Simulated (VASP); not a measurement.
# CuSi16 (a cell with a defect): single point with PBEsol

The system is CuSi16 (a cell with a defect).

```
Si Cu
1.0
     0.00000    5.43000    5.43000
     5.43000    0.00000    5.43000
     5.43000    5.43000    0.00000
Si Cu
16 1
Direct
  0.98647 0.98562 0.04257
  0.12750 0.12679 0.13436
  0.00658 0.00562 0.50817
  0.10995 0.11004 0.67001
  0.00541 0.49993 0.99499
  0.12748 0.61161 0.13437
  0.00667 0.47969 0.50818
  0.13639 0.62057 0.62256
  0.50073 0.00464 0.99507
  0.61232 0.12666 0.13459
  0.47978 0.00605 0.50840
  0.62114 0.13542 0.62265
  0.50072 0.49981 0.99508
  0.63228 0.63157 0.10481
  0.50883 0.50771 0.47606
  0.62121 0.62097 0.62267
  0.84260 0.84232 0.47287
```

```yaml
Program: VASP 6.6.1
Task: single point
Functional: PBEsol
Potentials_or_basis: VASP PAW PBE potentials, release 64 (Si, Cu)
Cutoff: 520 eV
k_mesh: 2 × 2 × 2
Occupations: fermi-dirac, width 0.05 eV
Spin: no spin polarisation
```

```
Largest force : 0.013 eV/Å
```

Forces in eV/Å, atoms in the order of the input:
```
Si  -0.005 -0.006  0.005
Si   0.004  0.006  0.000
Si   0.005  0.004  0.011
Si   0.002  0.004 -0.001
Si  -0.005  0.000  0.004
Si   0.000  0.007 -0.003
Si  -0.010  0.003 -0.006
Si   0.002  0.004 -0.001
Si   0.000 -0.005  0.003
Si   0.004 -0.001 -0.002
Si   0.004 -0.011 -0.005
Si   0.006  0.005  0.001
Si  -0.003 -0.004 -0.001
Si   0.002  0.002 -0.002
Si  -0.001 -0.007  0.000
Si  -0.001  0.004 -0.006
Cu  -0.005 -0.005  0.005
```

Levels at points of the mesh, in eV from the Fermi level:
```
           k point  band 34  band 35  band 36  band 37  band 38  band 39  band 40  band 41
(0.00, 0.00, 0.00)    -1.07    -0.69    -0.19    -0.01     0.00     0.25     0.49     0.49
(0.50, 0.00, 0.00)    -0.95    -0.90    -0.88    -0.78     0.45     1.04     1.13     1.22
(0.00, 0.50, 0.00)    -0.95    -0.90    -0.88    -0.77     0.46     1.03     1.13     1.22
(0.00, 0.00, 0.50)    -0.90    -0.90    -0.59    -0.58     0.44     0.89     1.27     1.28
(0.50, 0.50, 0.50)    -0.95    -0.90    -0.88    -0.77     0.46     1.03     1.13     1.22
(0.50, 0.50, 0.00)    -1.52    -1.50    -1.43    -1.13     0.59     0.88     1.84     1.98
(0.00, 0.50, 0.50)    -1.52    -1.50    -1.43    -1.13     0.59     0.88     1.84     1.98
(0.50, 0.00, 0.50)    -1.52    -1.50    -1.43    -1.13     0.59     0.88     1.85     1.98
```

Wall time 5.6 min on 1 thread of Intel(R) Xeon(R) Platinum 8488C (Sapphire Rapids), with other jobs on the host, peak memory 0.5 GiB.

Caveat: the k points lie up to 0.50 Å⁻¹ apart; the cell carries a net charge on a neutralising background, which shifts energy and pressure; the cell is charged against a uniform background, so pressure and absolute levels hang on convention; the PAW data sets were made with another functional, which shifts forces and pressure a little.
